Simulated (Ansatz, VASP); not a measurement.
# One calculation of CuCl, two programs

```xyz
2
Lattice="0.0000 2.6357 2.6357 2.6357 0.0000 2.6357 2.6357 2.6357 0.0000" Properties=species:S:1:pos:R:3 pbc="T T T"
Cu    0.0000    0.0000    0.0000
Cl    1.3179    1.3179    1.3179
```

Alike in both runs: task single point; functional HSE06; k mesh 4 × 4 × 4; occupations fermi-dirac, width 0.05 eV; no spin polarisation.

```csv
,VASP,Ansatz
version,VASP 6.6.1,Ansatz 0.2.0 development build
potentials or method,"VASP PAW PBE potentials, release 64 (Cu, Cl)",plane waves
plane-wave cutoff (eV),520,700
valence electrons in the cell,18,26
```

Ansatz gave:

- gap on the k mesh at the Fermi level (eV): 2.49

Problem. Estimate VASP's values.

Solution. gap on the k mesh at the Fermi level (eV): 2.45.

VASP's potentials hold 18 valence electrons a cell and Ansatz's 26, so a difference there can come from the potentials and not from the codes.

The k mesh is coarse, so the values compare programs but aren't converged.
